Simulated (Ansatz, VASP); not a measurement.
# Two plane-wave programs on NaF

```
Na F
1.0
     0.05414    2.30536    2.30536
     2.30536    0.05414    2.30536
     2.30536    2.30536    0.05414
Na F
1 1
Direct
  0.00000 0.00000 0.00000
  0.50000 0.50000 0.50000
```

Change from the starting cell: epitaxial_111 strain -2.0%.

Alike in both runs: task single point; functional r2SCAN; k mesh 10 × 10 × 10; no spin polarisation.

```csv
,VASP,Ansatz
version,VASP 6.6.1,Ansatz 0.2.0
potentials or method,"VASP PAW PBE potentials, release 64 (Na_pv, F)","plane waves, PAW"
plane-wave cutoff (eV),520,500
occupations,"gaussian, width 0.01 eV",fixed
valence electrons in the cell,14,16
```

Ansatz gave:

| Quantity | Value |
| --- | --- |
| gap on the k mesh at the Fermi level (eV) | 7.39 |
| pressure (GPa) | 1.4 |
| traceless stress, the component that is largest in VASP (GPa) | -0.73 |

Problem. Estimate VASP's values.

Solution. gap on the k mesh at the Fermi level (eV): 7.43; pressure (GPa): 0.7; traceless stress, the component that is largest in VASP (GPa): -0.72.

VASP's potentials were made for PBE, not for r2SCAN. VASP's potentials hold 14 valence electrons a cell and Ansatz's 16, so a difference there can come from the potentials and not from the codes.
